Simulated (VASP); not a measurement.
Runs of VASP 6.6.1 on C. The structure is that of space group Fd-3m (No. 227), or close to it. The cells are those of the table. 

```csv
cell,gap on the mesh (eV),pressure (GPa)
"a = 2.500 Å, angles 60.0°, 2 atoms",4.21,14.0
"a = 2.474 Å, angles 60.0°, 2 atoms",4.29,30.2
"a = 2.551 Å, angles 60.0°, 2 atoms",4.08,-12.2
"a = 2.525 Å, angles 60.0°, 2 atoms",(a),0.0
"a = 2.447 Å, angles 60.0°, 2 atoms",4.36,48.8
"a = 2.575 Å, angles 60.0°, 2 atoms",4.01,-22.8
"a = 2.599 Å, angles 60.0°, 2 atoms",3.95,(b)
```

Alike in all rows: task single point; level PBE; potentials or basis VASP PAW PBE potentials, release 64 (C); no spin polarisation; k mesh 12 × 12 × 12; cutoff (eV) 600; smearing gaussian 0.02 eV.

Task: Fill in the values left out.

Result: (a) 4.14; (b) -31.9.

A k mesh can miss the band edges.
